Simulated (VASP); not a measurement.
# ZnO2 (Pa-3) in VASP: notebook

Runs on ZnO2. Level: r2SCAN. Tasks: single point.

All numbers are computed with VASP 6.6.1; they aren't measurements. Logs are shortened: lines on timing, memory, paths and dates and some standing lists are left out, and cuts for length are marked.

## Step 1: The cell of the first run

Symmetry: Pa-3, No. 205, cubic system. Conventional cell: a = 4.957 Å, b = 4.957 Å, c = 4.957 Å, α = 90.00°, β = 90.00°, γ = 90.00°. Within 2.8 Å of Zn (site symmetry -3) lie 6 O at 2.14 Å. O (site symmetry 3) has 1 O at 1.50 Å within 2.0 Å.

## Step 2: Single point, r2SCAN

Input file POSCAR:

```
ZnO2
1.0
    4.9573270000      0.0000000000      0.0000000000
    0.0000000000      4.9573270000      0.0000000000
    0.0000000000      0.0000000000      4.9573270000
Zn O
4 8
Direct
    0.0000000000      0.5000000000      0.5000000000
    0.5000000000      0.5000000000      0.0000000000
    0.5000000000      0.0000000000      0.5000000000
    0.0000000000      0.0000000000      0.0000000000
    0.4125830000      0.0874170000      0.9125830000
    0.0874170000      0.9125830000      0.4125830000
    0.9125830000      0.4125830000      0.0874170000
    0.5874170000      0.5874170000      0.5874170000
    0.4125830000      0.4125830000      0.4125830000
    0.0874170000      0.5874170000      0.9125830000
    0.9125830000      0.0874170000      0.5874170000
    0.5874170000      0.9125830000      0.0874170000
```

Input file INCAR.step1:

```
SYSTEM = ZnO2
  PREC = Accurate
  ENCUT = 520
  ISMEAR = 0
  SIGMA = 0.1
  LREAL = .False.
  LASPH = .True.
  NELM = 60
  NBANDS = 60
  GGA = PE
  ALGO = Normal
  EDIFF = 1E-4
  LWAVE = .True.
  LCHARG = .False.
```

Input file INCAR.step2:

```
SYSTEM = ZnO2
  PREC = Accurate
  ENCUT = 520
  EDIFF = 1E-6
  ISMEAR = 0
  SIGMA = 0.1
  LREAL = .False.
  LASPH = .True.
  NELM = 60
  ALGO = Normal
  ISIF = 2
  LWAVE = .False.
  LCHARG = .True.
  METAGGA = R2SCAN
  LMIXTAU = .True.
  LELF = .True.
  LVHAR = .True.
  NBANDS = 60
  ISTART = 1
```

Input file KPOINTS:

```
Automatic mesh
0
Gamma
  4 4 4
  0 0 0
```

Potentials or basis: VASP PAW PBE potentials, release 64 (Zn, O).

On the command line:

```bash
cat potpaw_PBE.64/Zn/POTCAR potpaw_PBE.64/O/POTCAR > POTCAR
cp INCAR.step1 INCAR
mpirun -np 1 vasp_std > vasp.out
cp INCAR.step2 INCAR
mpirun -np 1 vasp_std > vasp.out
```

OUTCAR:

```text
SYSTEM = ZnO2
   PREC = Accurate
   ENCUT = 520
   EDIFF = 1E-6
   ISMEAR = 0
   LREAL = .False.
   LASPH = .True.
   NELM = 60
   ISIF = 2
   METAGGA = R2SCAN
   ISTART = 1

 ion  position               nearest neighbor table
   1  0.000  0.500  0.500-   6 2.14   7 2.14   8 2.14   9 2.14  10 2.14  11 2.14
   2  0.500  0.500  0.000-   5 2.14   7 2.14   8 2.14   9 2.14  10 2.14  12 2.14
   3  0.500  0.000  0.500-   5 2.14   6 2.14   8 2.14   9 2.14  11 2.14  12 2.14
   4  0.000  0.000  0.000-   5 2.14   6 2.14   7 2.14  10 2.14  11 2.14  12 2.14
   5  0.413  0.087  0.913-  12 1.50   3 2.14   4 2.14   2 2.14
   6  0.087  0.913  0.413-  11 1.50   3 2.14   4 2.14   1 2.14
   7  0.913  0.413  0.087-  10 1.50   2 2.14   4 2.14   1 2.14
   8  0.587  0.587  0.587-   9 1.50   2 2.14   3 2.14   1 2.14
   9  0.413  0.413  0.413-   8 1.50   2 2.14   3 2.14   1 2.14
  10  0.087  0.587  0.913-   7 1.50   2 2.14   4 2.14   1 2.14
  11  0.913  0.087  0.587-   6 1.50   3 2.14   4 2.14   1 2.14
  12  0.587  0.913  0.087-   5 1.50   3 2.14   4 2.14   2 2.14

  LATTYP: Found a simple cubic cell.
 ALAT       =     4.9573270000

  Lattice vectors:

 A1 = (   4.9573270000,   0.0000000000,   0.0000000000)
 A2 = (   0.0000000000,   4.9573270000,   0.0000000000)
 A3 = (   0.0000000000,   0.0000000000,   4.9573270000)

Analysis of symmetry for initial positions (statically):
=====================================================================
 Subroutine PRICEL returns:
 Original cell was already a primitive cell.

 Routine SETGRP: Setting up the symmetry group for a
 simple cubic supercell.

 Subroutine GETGRP returns: Found 24 space group operations
 (whereof  6 operations were pure point group operations)
 out of a pool of 48 trial point group operations.

The static configuration has the point symmetry S_6 .
 The point group associated with its full space group is T_h .

Analysis of symmetry for dynamics (positions and initial velocities):
=====================================================================
 Subroutine PRICEL returns:
 Original cell was already a primitive cell.

 Routine SETGRP: Setting up the symmetry group for a
 simple cubic supercell.

 Subroutine GETGRP returns: Found 24 space group operations
 (whereof  6 operations were pure point group operations)
 out of a pool of 48 trial point group operations.

The dynamic configuration has the point symmetry S_6 .
 The point group associated with its full space group is T_h .

 Subroutine INISYM returns: Found 24 space group operations
 (whereof  6 operations are pure point group operations),
 and found     1 'primitive' translations

----------------------------------------------------------------------------------------

                                     Primitive cell

  volume of cell :     121.8268

  direct lattice vectors                    reciprocal lattice vectors
     4.957327000  0.000000000  0.000000000     0.201721613  0.000000000  0.000000000
     0.000000000  4.957327000  0.000000000     0.000000000  0.201721613  0.000000000
     0.000000000  0.000000000  4.957327000     0.000000000  0.000000000  0.201721613

  length of vectors
     4.957327000  4.957327000  4.957327000     0.201721613  0.201721613  0.201721613

  position of ions in fractional coordinates (direct lattice)
     0.000000000  0.500000000  0.500000000
     0.500000000  0.500000000  0.000000000
     0.500000000  0.000000000  0.500000000
     0.000000000  0.000000000  0.000000000
     0.412583000  0.087417000  0.912583000
     0.087417000  0.912583000  0.412583000
     0.912583000  0.412583000  0.087417000
     0.587417000  0.587417000  0.587417000
     0.412583000  0.412583000  0.412583000
     0.087417000  0.587417000  0.912583000
     0.912583000  0.087417000  0.587417000
     0.587417000  0.912583000  0.087417000

  ion indices of the primitive-cell ions
   primitive index   ion index
                 1           1
                 2           2
                 3           3
                 4           4
                 5           5
                 6           6
                 7           7
                 8           8
                 9           9
                10          10
                11          11
                12          12

----------------------------------------------------------------------------------------

 KPOINTS: Automatic mesh

Automatic generation of k-mesh.
 Grid dimensions read from file:
 generate k-points for:    4    4    4

 Generating k-lattice:

  Cartesian coordinates                     Fractional coordinates (reciprocal lattice)
     0.050430403  0.000000000  0.000000000     0.250000000  0.000000000  0.000000000
     0.000000000  0.050430403  0.000000000     0.000000000  0.250000000  0.000000000
     0.000000000  0.000000000  0.050430403     0.000000000  0.000000000  0.250000000

  Length of vectors
     0.050430403  0.050430403  0.050430403

  Shift w.r.t. Gamma in fractional coordinates (k-lattice)
     0.000000000  0.000000000  0.000000000

 Subroutine IBZKPT returns following result:
 ===========================================

 Found     11 irreducible k-points:

 Following reciprocal coordinates:
            Coordinates               Weight
  0.000000  0.000000  0.000000      1.000000
  0.250000  0.000000  0.000000      6.000000
  0.500000  0.000000  0.000000      3.000000
  0.250000  0.250000  0.000000     12.000000
  0.500000  0.250000  0.000000      6.000000
 -0.250000  0.500000  0.000000      6.000000
  0.500000  0.500000  0.000000      3.000000
  0.250000  0.250000  0.250000      8.000000
  0.500000  0.250000  0.250000     12.000000
  0.500000  0.500000  0.250000      6.000000
  0.500000  0.500000  0.500000      1.000000
   k-points           NKPTS =     11   k-points in BZ     NKDIM =     11   number of bands    NBANDS=     60
   number of dos      NEDOS =    301   number of ions     NIONS =     12
   total plane-waves  NPLWV =  64000
   dimension x,y,z NGX =    40 NGY =   40 NGZ =   40
   dimension x,y,z NGXF=    80 NGYF=   80 NGZF=   80
   ions per type =               4   8
   NGX,Y,Z   is equivalent  to a cutoff of  13.41, 13.41, 13.41 a.u.
   NGXF,Y,Z  is equivalent  to a cutoff of  26.83, 26.83, 26.83 a.u.
 SYSTEM =  ZnO2
   PREC   = accura    normal or accurate (medium, high low for compatibility)
   ISTART =      1    job   : 0-new  1-cont  2-samecut
   ICHARG =      0    charge: 1-file 2-atom 10-const
   ISPIN  =      1    spin polarized calculation?
   LNONCOLLINEAR =      F non collinear calculations
   LSORBIT =      F    spin-orbit coupling
   LASPH  =      T    aspherical Exc in radial PAW
   ENCUT  =  520.0 eV  38.22 Ry    6.18 a.u.   9.22  9.22  9.22*2*pi/ulx,y,z
   NELM   =     60;   NELMIN=  2; NELMDL=  0     # of ELM steps
   EDIFF  = 0.1E-05   stopping-criterion for ELM
   LREAL  =      F    real-space projection
   EDIFFG = 0.1E-04   stopping-criterion for IOM
   NSW    =      0    number of steps for IOM
   IBRION =     -1    ionic relax: 0-MD 1-quasi-New 2-CG
   NFREE  =      0    steps in history (QN), initial steepest desc. (CG)
   ISIF   =      2    stress and relaxation
   ISYM   =      2    0-nonsym 1-usesym 2-fastsym
   POTIM  = 0.5000    time-step for ionic-motion
   TEBEG  =    0.0;   TEEND  =   0.0 temperature during run
   PSTRESS=    0.0 pullay stress
   NELECT =      96.0000    total number of electrons
   NUPDOWN=      -1.0000    fix difference up-down
   EMIN   =  10.00;   EMAX   =-10.00  energy-range for DOS
   EFERMI =   0.00;   METHOD = LEGACY
   ISMEAR =     0;   SIGMA  =   0.10  broadening in eV -4-tet -1-fermi 0-gaus
   EFERMI_NEDOS =   21; number of points for ismear=-14 and -15
   IALGO  =     38    algorithm
   IMIX   =      4    mixing-type and parameters
     AMIX     =   0.40;   BMIX     =  1.00
     AMIX_MAG =   1.60;   BMIX_MAG =  1.00
  volume/ion in A,a.u.               =      10.15        68.51
  Fermi-wavevector in a.u.,A,eV,Ry     =   1.512113  2.857480 31.109540  2.286487
  Thomas-Fermi vector in A             =   2.622081
   LORBIT       =      0    0 simple, 1 ext, 2 COOP (PROOUT), +10 PAW based schemes
   METAGGA = R2SCAN    functional components
   LHFCALC =     F    Hartree Fock is set to
   AEXX    =    0.0000 exact exchange contribution
   IVDW    =     0    specifies the selected vdW correction
   LEPSILON=     F    determine dielectric tensor
   LRPA    =     F    only Hartree local field effects (RPA)
 non-spin polarized calculation
 Gauss-broadening in eV      SIGMA  =   0.10
  energy-cutoff  :      520.00
  volume of cell :      121.83
 maximum number of plane-waves:      3328
 NGX is ok and might be reduce to    40
   NGX = 19   NGY = 19   NGZ = 19

 number of electron      96.0000002 magnetization

 Free energy of the ion-electron system (eV)
  ---------------------------------------------------
  ext. energy  EPLUGINS =         0.00000000
  ---------------------------------------------------
  free energy    TOTEN  =       -94.09173581 eV

  energy without entropy =      -94.09173581  energy(sigma->0) =      -94.09173581

 E-fermi :   2.7384     XC(G=0): -12.1132

 val. band max:        2.2315063483   @ k =   0.0000   0.0000   0.0000
 cond. band min:       4.9886225912   @ k =   0.2500   0.2500   0.0000
 fundamental gap:      2.7571162429
 Fermi energy:         2.7383568340

 k-point     1 :       0.0000    0.0000    0.0000
  band No.  band energies     occupation
      1     -20.8800      2.00000
      2     -20.2058      2.00000
      3     -20.2058      2.00000
      4     -20.2058      2.00000
      5     -14.5140      2.00000
      6     -14.5140      2.00000
[... 682 lines left out ...]
     59       9.9674      0.00000
     60       9.9674      0.00000

------------------------ aborting loop because EDIFF is reached ----------------------------------------

  FORCE on cell =-STRESS in cart. coord.  units (eV):
  Direction    XX          YY          ZZ          XY          YZ          ZX
  --------------------------------------------------------------------------------------
  -------------------------------------------------------------------------------------
  Total       -4.8151960     -4.8151960     -4.8151960      0.0000000     -0.0000000      0.0000000
  in kB      -63.3259704    -63.3259704    -63.3259704      0.0000000     -0.0000000      0.0000000
  external PRESSURE =     -63.3259704 kB  Pullay stress =       0.0000000 kB

 VOLUME and BASIS-vectors are now :
 -----------------------------------------------------------------------------
  energy-cutoff  :      520.00
  volume of cell :      121.83
      direct lattice vectors                 reciprocal lattice vectors
     4.957327000  0.000000000  0.000000000     0.201721613  0.000000000  0.000000000
     0.000000000  4.957327000  0.000000000     0.000000000  0.201721613  0.000000000
     0.000000000  0.000000000  4.957327000     0.000000000  0.000000000  0.201721613

 POSITION                                       TOTAL-FORCE (eV/Angst)
 -----------------------------------------------------------------------------------
      0.00000      2.47866      2.47866        -0.000000      0.000000      0.000000
      2.47866      2.47866      0.00000        -0.000000      0.000000      0.000000
      2.47866      0.00000      2.47866        -0.000000      0.000000      0.000000
      0.00000      0.00000      0.00000        -0.000000      0.000000      0.000000
      2.04531      0.43335      4.52397        -0.002731      0.002731     -0.002731
      0.43335      4.52397      2.04531         0.002731     -0.002731     -0.002731
      4.52397      2.04531      0.43335        -0.002731     -0.002731      0.002731
      2.91202      2.91202      2.91202         0.002731      0.002731      0.002731
      2.04531      2.04531      2.04531        -0.002731     -0.002731     -0.002731
      0.43335      2.91202      4.52397         0.002731      0.002731     -0.002731
      4.52397      0.43335      2.91202        -0.002731      0.002731      0.002731
      2.91202      4.52397      0.43335         0.002731     -0.002731      0.002731
 -----------------------------------------------------------------------------------
    total drift:                               -0.000000      0.000000     -0.000000

  FREE ENERGIE OF THE ION-ELECTRON SYSTEM (eV)
  ---------------------------------------------------
  free  energy   TOTEN  =       -94.0917358107 eV

  energy  without entropy=      -94.0917358107  energy(sigma->0) =      -94.09173581
```

Wall time 6.1 min (1 thread of Intel Xeon 8259CL, shared host); peak memory 0.28 GiB.

Results:

```
Free energy            : -94.0917 eV
Pressure               : -6.3 GPa
Largest force          : 0.005 eV/Å
Band gap on the k mesh : 2.76 eV (least direct gap 2.84 eV)
```

Forces on the atoms (eV/Å):
```
Zn   0.000  0.000  0.000
Zn   0.000  0.000  0.000
Zn   0.000  0.000  0.000
Zn   0.000  0.000  0.000
O   -0.003  0.003 -0.003
O    0.003 -0.003 -0.003
O   -0.003 -0.003  0.003
O    0.003  0.003  0.003
O   -0.003 -0.003 -0.003
O    0.003  0.003 -0.003
O   -0.003  0.003  0.003
O    0.003 -0.003  0.003
```

Caveat: the cell stands under tension; the PAW data sets were made with another functional, which shifts forces and pressure a little. A k mesh can miss the band edges.

[end of part 1 of 2]
